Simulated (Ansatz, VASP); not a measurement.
Two plane-wave programs on SnSe

Contents of POSCAR:

```
SnSe
1.0
   11.7392579279      0.0000000000      0.0000000000
    0.0000000000      4.1294738267      0.0000000000
    0.0000000000      0.0000000000      4.6880830830
Sn Se
4 4
Direct
    0.6210944227      0.7500000000      0.3785206049
    0.8789055773      0.2500000000      0.8785206049
    0.3789055773      0.2500000000      0.6214793951
    0.1210944227      0.7500000000      0.1214793951
    0.1484217487      0.2500000000      0.5095942856
    0.6484217487      0.2500000000      0.9904057144
    0.3515782513      0.7500000000      0.0095942856
    0.8515782513      0.7500000000      0.4904057144
```

INCAR.step1

```
PREC = Accurate
ENCUT = 520
ISMEAR = 0
SIGMA = 0.01
LREAL = False
LASPH = True
NELM = 100
NBANDS = 50
GGA = PE
ALGO = Normal
EDIFF = 1E-4
LWAVE = True
LCHARG = False
```

INCAR.step2

```
PREC = Accurate
ENCUT = 520
EDIFF = 1E-7
ISMEAR = 0
SIGMA = 0.01
LREAL = False
LASPH = True
NELM = 100
ALGO = Normal
ISIF = 2
LWAVE = False
LCHARG = True
METAGGA = R2SCAN
LMIXTAU = True
LELF = True
LVHAR = True
NBANDS = 50
ISTART = 1
```

Contents of KPOINTS:

```
regular mesh
0
Gamma
  2 6 6
```

Input for Ansatz:

```yaml
crystal:
  lattice:
    - [11.7392579279, 0.0, 0.0]
    - [0.0, 4.1294738267, 0.0]
    - [0.0, 0.0, 4.688083083]
  atoms:
    - { symbol: Sn, position: [0.6210944227, 0.75, 0.3785206049] }
    - { symbol: Sn, position: [0.8789055773, 0.25, 0.8785206049] }
    - { symbol: Sn, position: [0.3789055773, 0.25, 0.6214793951] }
    - { symbol: Sn, position: [0.1210944227, 0.75, 0.1214793951] }
    - { symbol: Se, position: [0.1484217487, 0.25, 0.5095942856] }
    - { symbol: Se, position: [0.6484217487, 0.25, 0.9904057144] }
    - { symbol: Se, position: [0.3515782513, 0.75, 0.0095942856] }
    - { symbol: Se, position: [0.8515782513, 0.75, 0.4904057144] }
kpoints:
  mp_grid: { grid: [2, 6, 6] }
  band_path:
    path:
      - [0.0, 0.0, 0.0]
      - [0.5, 0.0, 0.0]
      - [0.5, 0.5, 0.0]
      - [0.0, 0.5, 0.0]
      - [0.0, 0.0, 0.5]
      - [0.5, 0.0, 0.5]
      - [0.5, 0.5, 0.5]
      - [0.0, 0.5, 0.5]
      - [0.0, 0.3333333333, 0.0]
      - [0.0, 0.0, 0.320312]
      - [0.0, 0.341146, 0.0]
    npoints: 1
hamiltonian:
  xc: r2scan
scf:
  occupations: { method: fixed }
  n_extra_bands: 6
output:
  forces: true
  stress: true
  eigenvalues: true
```

Alike in both runs: task single point; functional r2SCAN; k mesh 2 × 6 × 6; no spin polarisation.

|  | VASP | Ansatz |
| --- | --- | --- |
| version | VASP 6.6.1 | Ansatz 0.2.0 |
| potentials or method | VASP PAW PBE potentials, release 64 (Sn_d, Se) | plane waves, PAW |
| plane-wave cutoff (eV) | 520 | 500 |
| occupations | gaussian, width 0.01 eV | fixed |
| valence electrons in the cell | 80 | 120 |

```csv
,VASP,Ansatz,Ansatz less VASP
gap on the k mesh at the Fermi level (eV),1.04,1.05,+0.004
pressure (GPa),0.0,0.0,-0.03
rms of the force components (eV/Å),0.011,0.000,-0.0107
```

VASP's potentials were made for PBE, not for r2SCAN. Atom by atom the forces differ by 0.011 eV/Å (rms over components). VASP's potentials hold 80 valence electrons a cell and Ansatz's 120, so a difference there can come from the potentials and not from the codes.
